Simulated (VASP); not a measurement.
Here is a VASP 6.6.1 calculation.

File INCAR:

```
  PREC = Accurate
  ENCUT = 1340
  EDIFF = 1E-7
  ISMEAR = -1
  SIGMA = 0.02
  LREAL = F
  LASPH = T
  NELM = 120
  ALGO = Normal
  ISIF = 3
  LWAVE = F
  LCHARG = F
  GGA = PE
  IBRION = 2
  NSW = 80
  EDIFFG = -0.005
  GGA_COMPAT = F
  NELMIN = 4
```

KPOINTS

```
Automatic mesh
0
Gamma
  10 10 10
```

POSCAR

```
SnO
1.0
    0.0000000000      2.2133299920      2.2133299920
    2.2133299920      0.0000000000      2.2133299920
    2.2133299920      2.2133299920      0.0000000000
Sn O
1 1
Direct
    0.0000000000      0.0000000000      0.0000000000
    0.2500000000      0.2500000000      0.2500000000
```

Potentials or basis: VASP PAW PBE potentials, release 64 (Sn_d, O_h).

The run is started by

```sh
$ cat potpaw_PBE.64/Sn_d/POTCAR potpaw_PBE.64/O_h/POTCAR > POTCAR
$ mpirun -np 1 vasp_std > vasp.out
```

Problem. Estimate the relaxed cell.

Solution. a = 3.866 Å, b = 3.866 Å, c = 3.866 Å, α = 60.00°, β = 60.00°, γ = 60.00°.

Problem. Predict the space group after relaxing (to 0.1 Å).

Solution. F-43m (No. 216).

Problem. Estimate the relaxed volume.

Solution. 20.44 Å³/atom.

Final structure:
```xyz
2
Lattice="0.0000 2.7340 2.7340 2.7340 0.0000 2.7340 2.7340 2.7340 0.0000" Properties=species:S:1:pos:R:3 pbc="T T T"
Sn    2.7340    2.7340    0.0000
O     1.3670    1.3670    1.3670
```

Caveat: the volume moved by over 15 % at a fixed basis, so the end points are rough; the structure was generated, so it needn't be the stable form of SnO.
